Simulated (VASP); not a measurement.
Write the native input for VASP 6.6.1 that does the following.

- Task: relaxation of cell and atoms
- Functional: PBE
- Potentials or basis: VASP PAW PBE potentials, release 64 (Si, Sn_d, B)
- Cutoff: 600 eV
- k mesh: 4 × 4 × 4
- Occupations: gaussian, width 0.1 eV
- Spin: no spin polarisation
- Dipole correction: no
- Further INCAR settings: ALGO = Normal; EDIFF = 1e-06; IBRION = 2; EDIFFG = -0.04; NSW = 90; ISIF = 3

The structure of Si2SnB3 lies in POSCAR:

```
Si2SnB3
1.0
    2.3773447400     -4.2784860200      0.0000000000
    2.3773447400      4.2784860200      0.0000000000
    0.0000000000      0.0000000000      3.9238251400
Si Sn B
2 1 3
Direct
    0.5000000000      0.0000000000      0.5000000000
    0.0000000000      0.5000000000      0.5000000000
    0.0000000000      0.0000000000      0.0000000000
    0.6779564000      0.3220436000      0.0000000000
    0.3220436000      0.6779564000      0.0000000000
    0.5000000000      0.5000000000      0.5000000000
```

The input as run:

INCAR

```
SYSTEM = Si2SnB3
  PREC = Accurate
  ENCUT = 600
  EDIFF = 1E-6
  ISMEAR = 0
  SIGMA = 0.1
  LREAL = .FALSE.
  LASPH = .TRUE.
  NELM = 80
  ALGO = Normal
  ISIF = 3
  LWAVE = .FALSE.
  LCHARG = .FALSE.
  GGA = PE
  IBRION = 2
  NSW = 90
  EDIFFG = -0.04
```

KPOINTS

```
Automatic mesh
0
G
  4 4 4
  0 0 0
```

Potentials or basis: VASP PAW PBE potentials, release 64 (Si, Sn_d, B).

Command:

```sh
$ cat potpaw_PBE.64/Si/POTCAR potpaw_PBE.64/Sn_d/POTCAR potpaw_PBE.64/B/POTCAR > POTCAR
$ mpirun -np 1 vasp_std > vasp.out
```

Results of the run:

- Relaxed volume: 12.68 Å³/atom
- Relaxed cell: a = 5.095 Å, b = 5.095 Å, c = 2.971 Å, α = 90.00°, β = 90.00°, γ = 99.39°
- Space group after relaxing (to 0.05 Å): Cmmm (No. 65)
- Energy gained by relaxing: 707.7 meV/atom
- Ionic steps: 33
- Pressure after relaxing: -0.2 GPa
- Largest force after relaxing: 0.024 eV/Å

Caveat: the k points lie up to 0.53 Å⁻¹ apart in the final cell.

Run time: 6.8 min on 1 thread of AMD EPYC 9R45 96-Core Processor (Zen 5), on a shared host, peak memory 0.23 GiB.
